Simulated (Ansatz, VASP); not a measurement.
One calculation of BP, two programs

```xyz
2
Lattice="0.0000 1.9286 2.2690 1.9286 0.0000 2.2690 1.9286 1.9286 0.0000" Properties=species:S:1:pos:R:3 pbc="T T T"
B     0.0000    0.0000    0.0000
P     2.8930    2.8930    3.4035
```

Change from the starting cell: strain -0.1500 x Voigt [1, 1, 0, 0, 0, 0], atoms carried along.

Alike in both runs: task single point; functional r2SCAN; k mesh 10 × 10 × 10; occupations gaussian, width 0.05 eV; no spin polarisation.

|  | VASP | Ansatz |
| --- | --- | --- |
| version | VASP 6.6.1 | Ansatz 0.2.0 |
| potentials or method | VASP PAW PBE potentials, release 64 (B, P), cutoff 520 eV | scalar-relativistic, plane waves, PAW |
| valence electrons in the cell | 8 | 8 |

|  | VASP | Ansatz | Ansatz less VASP |
| --- | --- | --- | --- |
| gap on the k mesh at the Fermi level (eV) | none | none | - |
| pressure (GPa) | 95.6 | 96.6 | +1.06 |
| traceless stress, the component that is largest in VASP (GPa) | -47.41 | -47.09 | +0.312 |

VASP's potentials were made for PBE, not for r2SCAN. A gap of «none» marks a metal or a gap that the smearing closes. Both programs put the cell under a high pressure, so it lies far from rest at this level. The functional is the same, so the differences come from potentials, cutoffs and numerics.

Noted on VASP's run: the cell as given lies far from equilibrium.
